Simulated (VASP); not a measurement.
# Se (P4/mmm) in VASP: a series of runs, part 2 of 2

VASP 6.6.1. The steps go on from the part before.

### Step 3. Single point, PBE

This run uses another cell than the first one: it holds 3 atoms, not 6.

The input, INCAR:

```
SYSTEM = Se
PREC     = Accurate       ! precision mode
ENCUT    = 520            ! plane-wave cutoff, eV
EDIFF    = 1E-6           ! SCF threshold, eV
ISMEAR   = 0              ! smearing method
SIGMA    = 0.1            ! smearing width, eV
LREAL    = .False.        ! projectors in reciprocal space
LASPH    = .True.         ! aspherical terms in the spheres
NELM     = 100            ! most SCF steps
ALGO     = Normal         ! electronic algorithm
ISIF     = 2              ! what is computed and relaxed
LWAVE    = .False.        ! write WAVECAR
LCHARG   = .False.        ! write CHGCAR
GGA      = PE             ! functional
NBANDS   = 16             ! bands
```

The input, KPOINTS:

```
Automatic mesh
0
Gamma
  8 8 16
  0 0 0
```

The input, POSCAR:

```
Se
1.0
    5.4798306161      0.0000000000      0.0000000000
    0.0000000000      5.4798306161      0.0000000000
    0.0000000000      0.0000000000      2.6828673689
Se
3
Direct
    0.0000000000      0.0000000000      0.0000000000
    0.0000000000      0.5000000000      0.0000000000
    0.5000000000      0.0000000000      0.0000000000
```

Potentials or basis: VASP PAW PBE potentials, release 64 (Se).

Launch:

```console
$ cat potpaw_PBE.64/Se/POTCAR > POTCAR
$ mpirun -np 1 vasp_std > vasp.out
```

OUTCAR:

```text
SYSTEM = Se
   PREC = Accurate
   ENCUT = 520
   EDIFF = 1E-6
   ISMEAR = 0
   LREAL = .False.
   LASPH = .True.
   NELM = 100
   ISIF = 2
   GGA = PE

 ion  position               nearest neighbor table
   1  0.000  0.000  0.000-   2 2.74   3 2.74   2 2.74   3 2.74
   2  0.000  0.500  0.000-   1 2.74   1 2.74
   3  0.500  0.000  0.000-   1 2.74   1 2.74

  LATTYP: Found a simple tetragonal cell.
 ALAT       =     5.4798306161
 C/A-ratio  =     0.4895894703

  Lattice vectors:

 A1 = (   5.4798306161,   0.0000000000,   0.0000000000)
 A2 = (   0.0000000000,   5.4798306161,   0.0000000000)
 A3 = (   0.0000000000,   0.0000000000,   2.6828673689)

Analysis of symmetry for initial positions (statically):
=====================================================================
 Subroutine PRICEL returns:
 Original cell was already a primitive cell.

 Routine SETGRP: Setting up the symmetry group for a
 simple tetragonal supercell.

 Subroutine GETGRP returns: Found 16 space group operations
 (whereof 16 operations were pure point group operations)
 out of a pool of 16 trial point group operations.

The static configuration has the point symmetry D_4h.

Analysis of symmetry for dynamics (positions and initial velocities):
=====================================================================
 Subroutine PRICEL returns:
 Original cell was already a primitive cell.

 Routine SETGRP: Setting up the symmetry group for a
 simple tetragonal supercell.

 Subroutine GETGRP returns: Found 16 space group operations
 (whereof 16 operations were pure point group operations)
 out of a pool of 16 trial point group operations.

The dynamic configuration has the point symmetry D_4h.

 Subroutine INISYM returns: Found 16 space group operations
 (whereof 16 operations are pure point group operations),
 and found     1 'primitive' translations

[... 112 lines left out ...]
   EFERMI_NEDOS =   21; number of points for ismear=-14 and -15
   IALGO  =     38    algorithm
   IMIX   =      4    mixing-type and parameters
     AMIX     =   0.40;   BMIX     =  1.00
     AMIX_MAG =   1.60;   BMIX_MAG =  1.00
  volume/ion in A,a.u.               =      26.85       181.22
  Fermi-wavevector in a.u.,A,eV,Ry     =   0.993393  1.877241 13.426637  0.986830
  Thomas-Fermi vector in A             =   2.125272
   LORBIT       =      0    0 simple, 1 ext, 2 COOP (PROOUT), +10 PAW based schemes
   GGA     = PE    functional components
   LHFCALC =     F    Hartree Fock is set to
   AEXX    =    0.0000 exact exchange contribution
   IVDW    =     0    specifies the selected vdW correction
   LEPSILON=     F    determine dielectric tensor
   LRPA    =     F    only Hartree local field effects (RPA)
 non-spin polarized calculation
 Gauss-broadening in eV      SIGMA  =   0.10
  energy-cutoff  :      520.00
  volume of cell :       80.56
 maximum number of plane-waves:      2208
 NGX is ok and might be reduce to    42

 number of electron      17.9999998 magnetization

 Free energy of the ion-electron system (eV)
  ---------------------------------------------------
  ext. energy  EPLUGINS =         0.00000000
  ---------------------------------------------------
  free energy    TOTEN  =        -9.82385832 eV

  energy without entropy =       -9.81710481  energy(sigma->0) =       -9.82048156

 E-fermi :   2.6216     XC(G=0):  -8.8547

 val. band max:        2.6058994689   @ k =   0.5000   0.2500   0.3125
 cond. band min:       2.6310901991   @ k =   0.1250   0.0000   0.2500
 fundamental gap:      0.0251907301
 Fermi energy:         2.6215638234

 k-point     1 :       0.0000    0.0000    0.0000
  band No.  band energies     occupation
      1     -13.2283      2.00000
      2     -10.9733      2.00000
      3      -9.7658      2.00000
      4      -3.8760      2.00000
      5      -3.8760      2.00000
      6       0.6031      2.00000
[... 433 lines left out ...]
      3     -10.3382      2.00000
      4      -3.3911      2.00000
      5      -0.8091      2.00000
      6       0.0411      2.00000
[... 8 lines left out ...]
     15      10.9080      0.00000
     16      12.5308      0.00000

 [... further k-points ...]
[... 5 lines left out ...]
  --------------------------------------------------------------------------------------
  -------------------------------------------------------------------------------------
  Total        0.0041354      0.0041354      0.0152187      0.0000000     -0.0000000      0.0000000
  in kB        0.0822420      0.0822420      0.3026589      0.0000000     -0.0000000      0.0000000
  external PRESSURE =       0.1557143 kB  Pullay stress =       0.0000000 kB

 VOLUME and BASIS-vectors are now :
 -----------------------------------------------------------------------------
  energy-cutoff  :      520.00
  volume of cell :       80.56
      direct lattice vectors                 reciprocal lattice vectors
     5.479830616  0.000000000  0.000000000     0.182487392  0.000000000  0.000000000
     0.000000000  5.479830616  0.000000000     0.000000000  0.182487392  0.000000000
     0.000000000  0.000000000  2.682867369     0.000000000  0.000000000  0.372735533

 POSITION                                       TOTAL-FORCE (eV/Angst)
 -----------------------------------------------------------------------------------
      0.00000      0.00000      0.00000         0.000000      0.000000      0.000000
      0.00000      2.73992      0.00000         0.000000      0.000000      0.000000
      2.73992      0.00000      0.00000         0.000000      0.000000      0.000000
 -----------------------------------------------------------------------------------
    total drift:                                0.000000      0.000000     -0.000000

  FREE ENERGIE OF THE ION-ELECTRON SYSTEM (eV)
  ---------------------------------------------------
  free  energy   TOTEN  =        -9.8238583173 eV

  energy  without entropy=       -9.8171048099  energy(sigma->0) =       -9.82048156
```

It took 79 s on 1 thread of Intel Xeon 6975P-C (Granite Rapids), shared host; peak memory 0.26 GiB.

What came out:

```
Free energy            : -9.8239 eV
Pressure               : 0.0 GPa
Band gap on the k mesh : zero (band 9 reaches 5.49 eV, above the bottom of band 10 at 1.30 eV)
```

Levels at points of the mesh, in eV from the Fermi level:
```tsv
k point	band 7	band 8	band 9	band 10	band 11	band 12
(0.00, 0.00, 0.00)	-2.02	2.82	2.82	3.04	4.50	4.51
(0.50, 0.00, 0.00)	-2.42	-1.70	2.77	3.31	4.49	5.08
(0.50, 0.50, 0.00)	-2.62	-2.18	-1.16	3.71	4.50	4.50
(0.00, 0.00, 0.50)	-4.18	-4.04	0.29	0.29	3.92	3.92
(0.50, 0.00, 0.50)	-4.08	-1.04	-0.12	-0.09	0.59	4.19
(0.50, 0.50, 0.50)	-1.02	-0.56	-0.56	-0.49	0.27	0.98
```

### Step 4. Relaxation of cell and atoms, PBE

This run uses another cell than the first one: it holds 3 atoms, not 6.

The input, INCAR:

```
SYSTEM = Se
PREC = Accurate
ENCUT = 600
EDIFF = 1E-6
ISMEAR = 0
SIGMA = 0.1
LREAL = .False.
LASPH = .True.
NELM = 100
ALGO = Normal
ISIF = 3
LWAVE = .False.
LCHARG = .False.
GGA = PE
IBRION = 2
NSW = 100
EDIFFG = -0.01
```

KPOINTS is that of step 3.

The input, POSCAR:

```
Se
1.0
    5.4648995009      0.0000000000      0.0000000000
    0.0000000000      5.4648995009      0.0000000000
    0.0000000000      0.0000000000      2.7123356486
Se
3
Direct
    0.0000000000      0.0000000000      0.0000000000
    0.0000000000      0.5000000000      0.0000000000
    0.5000000000      0.0000000000      0.0000000000
```

Launch:

```console
$ cat potpaw_PBE.64/Se/POTCAR > POTCAR
$ mpirun -np 1 vasp_std > vasp.out
```

It took 4 min on 1 thread of Intel Xeon 6975P-C (Granite Rapids), shared host; peak memory 0.32 GiB.

The run converged. Its results:

- Free energy: -9.8239 eV
- Relaxed volume: 26.86 Å³/atom
- Relaxed cell: a = 5.480 Å, b = 5.480 Å, c = 2.683 Å, α = 90.00°, β = 90.00°, γ = 90.00°
- Space group after relaxing (to 0.05 Å): P4/mmm (No. 123)
- Energy gained by relaxing: 2.5 meV/atom
- Ionic steps: 4
- Pressure after relaxing: 0.0 GPa
- Band gap on the k mesh: zero (band 9 reaches 5.49 eV, above the bottom of band 10 at 1.30 eV)

Step by step:
| step | energy change (eV) | largest force (eV/Å) | pressure (GPa) | volume (Å³) |
| --- | --- | --- | --- | --- |
| 1 | 0.0000 | 0.0000 | -0.55 | 81.00 |
| 2 | -0.0021 | 0.0000 | 0.71 | 79.91 |
| 3 | -0.0073 | 0.0000 | 0.10 | 80.41 |
| 4 | -0.0074 | 0.0000 | 0.01 | 80.58 |

Final structure:
```cif
data_structure
_symmetry_space_group_name_H-M 'P 1'
_symmetry_Int_Tables_number 1
_cell_length_a 5.4801
_cell_length_b 5.4801
_cell_length_c 2.6833
_cell_angle_alpha 90.000
_cell_angle_beta 90.000
_cell_angle_gamma 90.000
_cell_volume 80.58
loop_
_atom_site_label
_atom_site_type_symbol
_atom_site_fract_x
_atom_site_fract_y
_atom_site_fract_z
_atom_site_occupancy
Se1 Se 0.00000 0.00000 0.00000 1
Se2 Se 0.00000 0.50000 0.00000 1
Se3 Se 0.50000 0.00000 0.00000 1
```

Levels at points of the mesh, in eV from the Fermi level:
| k point | band 6 | band 7 | band 8 | band 9 | band 10 | band 11 | band 12 | band 13 |
| --- | --- | --- | --- | --- | --- | --- | --- | --- |
| (0.00, 0.00, 0.00) | -2.02 | -2.02 | 2.82 | 2.82 | 3.04 | 4.50 | 4.51 | 4.67 |
| (0.50, 0.00, 0.00) | -2.55 | -2.42 | -1.70 | 2.77 | 3.31 | 4.49 | 5.08 | 6.68 |
| (0.50, 0.50, 0.00) | -2.83 | -2.62 | -2.18 | -1.16 | 3.70 | 4.49 | 4.49 | 7.18 |
| (0.00, 0.00, 0.50) | -4.18 | -4.18 | -4.03 | 0.29 | 0.29 | 3.92 | 3.92 | 4.63 |
| (0.50, 0.00, 0.50) | -4.38 | -4.08 | -1.04 | -0.13 | -0.09 | 0.59 | 4.19 | 4.59 |
| (0.50, 0.50, 0.50) | -5.26 | -1.02 | -0.56 | -0.56 | -0.49 | 0.27 | 0.98 | 5.32 |

### Step 5. Overview

| task | cell | k mesh | cutoff (eV) | smearing | gap on the mesh (eV) | pressure (GPa) |
| --- | --- | --- | --- | --- | --- | --- |
| single point | a = 2.683, b = 5.480, c = 10.960 Å, 6 atoms | 8 × 4 × 2 | 520 | gaussian 0.2 eV | none | 0.7 |
| single point | a = 5.480, b = 5.480, c = 2.683 Å, 3 atoms | 8 × 8 × 16 | 520 | gaussian 0.1 eV | none | 0.0 |
| relaxation of cell and atoms | relaxed from a = 5.465, b = 5.465, c = 2.712 Å, 3 atoms | 8 × 8 × 16 | 600 | gaussian 0.1 eV | none | 0.0 |

Alike in all rows: level PBE; potentials or basis VASP PAW PBE potentials, release 64 (Se); no spin polarisation.

Absolute energies hang on the potentials; compare differences alone.
